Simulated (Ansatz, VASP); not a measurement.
Two plane-wave programs on CdTe

```
CELL_PARAMETERS angstrom
0.00000 3.20500 3.34923
3.20500 0.00000 3.34923
3.20500 3.20500 0.00000
ATOMIC_POSITIONS crystal
Cd 0.00000 0.00000 0.00000
Te 0.75000 0.75000 0.75000
```

Change from the starting cell: strain +0.0450 x Voigt [0, 0, 1, 0, 0, 0], atoms carried along.

Alike in both runs: task single point; functional r2SCAN; k mesh 8 × 8 × 8; occupations gaussian, width 0.05 eV; no spin polarisation.

|  | VASP | Ansatz |
| --- | --- | --- |
| version | VASP 6.6.1 | Ansatz 0.2.0 |
| potentials or method | VASP PAW PBE potentials, release 64 (Cd, Te), cutoff 520 eV | scalar-relativistic, plane waves, PAW |
| valence electrons in the cell | 18 | 36 |

```tsv
	VASP	Ansatz	Ansatz less VASP
gap on the k mesh at the Fermi level (eV)	1.18	1.18	+0.006
least direct gap on the mesh (eV)	1.18	1.18	+0.006
pressure (GPa)	1.1	1.0	-0.12
traceless stress, the component that is largest in VASP (GPa)	-0.52	-0.52	+0.001
```

VASP's potentials were made for PBE, not for r2SCAN. VASP's potentials hold 18 valence electrons a cell and Ansatz's 36, so a difference there can come from the potentials and not from the codes.

Neither program's run includes spin-orbit coupling.
